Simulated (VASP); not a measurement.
Wanted: the native input for a VASP 6.6.1 run.

```yaml
Task: electric field gradients
Functional: PBE
Potentials_or_basis: VASP PAW PBE potentials, release 64 (Be, S)
Cutoff: 520 eV
k_mesh: 13 × 13 × 13
Occupations: fermi-dirac, width 0.08 eV
Spin: no spin polarisation
Dipole_correction: no
Further_INCAR_settings: ALGO = Normal; EDIFF = 1e-08; NBANDS = 11
```

The structure of BeS (rocksalt type) lies in POSCAR:

```
BeS
1.0
    0.0000000000      2.2752257404      2.2752257404
    2.2752257404      0.0000000000      2.2752257404
    2.2752257404      2.2752257404      0.0000000000
Be S
1 1
Direct
    0.0000000000      0.0000000000      0.0000000000
    0.5000000000      0.5000000000      0.5000000000
```

This cell differs from its parent crystal: volume scaled by 0.95.

The input as run:

INCAR

```
PREC     = Accurate       # precision mode
ENCUT    = 520            # plane-wave cutoff, eV
EDIFF    = 1E-8           # SCF threshold, eV
ISMEAR   = -1             # smearing method
SIGMA    = 0.08           # smearing width, eV
LREAL    = F              # projectors in reciprocal space
LASPH    = T              # aspherical terms in the spheres
NELM     = 60             # most SCF steps
ALGO     = Normal         # electronic algorithm
ISIF     = 2              # what is computed and relaxed
LWAVE    = F              # write WAVECAR
LCHARG   = F              # write CHGCAR
GGA      = PE             # functional
LEFG     = T            
NBANDS   = 11             # bands
```

KPOINTS

```
regular mesh
0
Gamma
  13 13 13
```

Potentials or basis: VASP PAW PBE potentials, release 64 (Be, S).

Launch:

```console
$ cat potpaw_PBE.64/Be/POTCAR potpaw_PBE.64/S/POTCAR > POTCAR
$ mpirun -np 1 vasp_std > vasp.out
```

It gave:

```json
{
 "Pressure": "6.0 GPa",
 "Band gap on the k mesh": "1.04 eV, indirect (least direct gap 4.42 eV)"
}
```

Caveat: without QUAD_EFG the Cq values of the log hold for a quadrupole moment of 1 mb, not for the nuclei.

It took 15 s on 1 thread of Intel(R) Xeon(R) Platinum 8259CL CPU @ 2.50GHz (Skylake/Cascade Lake), on a shared host, peak memory 0.14 GiB.
